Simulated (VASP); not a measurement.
Na3Ga:

```
CELL_PARAMETERS angstrom
0.00000 3.82562 3.82562
3.82562 0.00000 3.82562
3.82562 3.82562 0.00000
ATOMIC_POSITIONS crystal
Na 0.25000 0.25000 0.25000
Na 0.75000 0.75000 0.75000
Na 0.50000 0.50000 0.50000
Ga 0.00000 0.00000 0.00000
```

| Quantity | Value |
| --- | --- |
| Program | VASP 6.6.1 |
| Task | relaxation of cell and atoms |
| Functional | BLYP |
| Dispersion | D3(BJ) |
| Potentials or basis | VASP PAW PBE potentials, release 64 (Na_sv, Ga_d) |
| Cutoff | 970 eV |
| k mesh | 4 × 4 × 4 |
| Occupations | methfessel-paxton, width 0.3 eV |
| Spin | no spin polarisation |

At the start: pressure -3.0 GPa; volume 27.99 Å³/atom.

Task: How do energy, volume and symmetry change on relaxing?

Result: Over 3 steps the energy falls by 60.5 meV/atom and the volume is 23.04 Å³/atom (-17.7 %); space group Fm-3m (No. 225, to 0.1 Å) before and after.

Step by step:
| step | energy change (eV) | largest force (eV/Å) | pressure (GPa) | volume (Å³) |
| --- | --- | --- | --- | --- |
| 1 | 0.0000 | 0.0000 | -3.00 | 111.98 |
| 2 | -0.1387 | 0.0000 | -2.31 | 103.68 |
| 3 | -0.2420 | 0.0000 | -0.40 | 92.18 |

Final structure:
```
Na Ga
1.0
     0.00000    3.58536    3.58536
     3.58536    0.00000    3.58536
     3.58536    3.58536    0.00000
Na Ga
3 1
Direct
  0.25000 0.25000 0.25000
  0.75000 0.75000 0.75000
  0.50000 0.50000 0.50000
  0.00000 0.00000 0.00000
```

Caveat: the volume moved by over 15 % at a fixed basis, so the end points are rough; so wide a smearing shifts energies and pressures; the PAW data sets were made with another functional, which shifts forces and pressure a little.
